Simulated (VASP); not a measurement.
Wanted: the native input for a VASP 6.6.1 run.

| Item | Value |
| --- | --- |
| Task | single point |
| Functional | PBE |
| Potentials or basis | VASP PAW PBE potentials, release 64 (Si) |
| Cutoff | 520 eV |
| k mesh | 12 × 12 × 6 |
| Occupations | gaussian, width 0.05 eV |
| Spin | no spin polarisation |
| Dipole correction | no |
| Further INCAR settings | ALGO = Normal; EDIFF = 1e-06; NBANDS = 16 |

The structure of Si lies in POSCAR:

```
Si
1.0
    3.6973121707      0.0000000000      0.0000000000
   -1.8486560853      3.2019662655      0.0000000000
    0.0000000000      0.0000000000      6.9051002099
Si
4
Direct
    0.3333333333      0.6666666667      0.0582185610
    0.6666666667      0.3333333333      0.5582185610
    0.3333333333      0.6666666667      0.4417814390
    0.6666666667      0.3333333333      0.9417814390
```

This isn't the form of Si at room conditions, which is diamond.

This cell differs from its parent crystal: atoms shifted along a free coordinate, c/a of the conventional cell at fixed volume 1.8676.

The input as run:

INCAR

```
SYSTEM = Si
PREC     = Accurate       ! precision mode
ENCUT    = 520            ! plane-wave cutoff, eV
EDIFF    = 1E-6           ! SCF threshold, eV
ISMEAR   = 0              ! smearing method
SIGMA    = 0.05           ! smearing width, eV
LREAL    = .False.        ! projectors in reciprocal space
LASPH    = .True.         ! aspherical terms in the spheres
NELM     = 80             ! most SCF steps
ALGO     = Normal         ! electronic algorithm
ISIF     = 2              ! what is computed and relaxed
LWAVE    = .False.        ! write WAVECAR
LCHARG   = .False.        ! write CHGCAR
GGA      = PE             ! functional
NBANDS   = 16             ! bands
```

KPOINTS

```
regular mesh
0
Gamma
  12 12 6
  0 0 0
```

Potentials or basis: VASP PAW PBE potentials, release 64 (Si).

Launch:

```sh
$ cat potpaw_PBE.64/Si/POTCAR > POTCAR
$ mpirun -np 1 vasp_std > vasp.out
```

It gave:

| Quantity | Value |
| --- | --- |
| Pressure | 3.0 GPa |
| Largest force | 1.340 eV/Å |
| Band gap on the k mesh | 0.32 eV |

Caveat: the stress differs along the axes, from -13 to 11 GPa; semilocal functionals underestimate gaps, and a narrow one can read as zero; forces of over 1 eV/Å act on the atoms, so gaps and moduli don't describe the material at rest.

Run time: 120 s on 1 thread of Intel Xeon 8259CL, with other jobs on the host, peak memory 0.23 GiB.
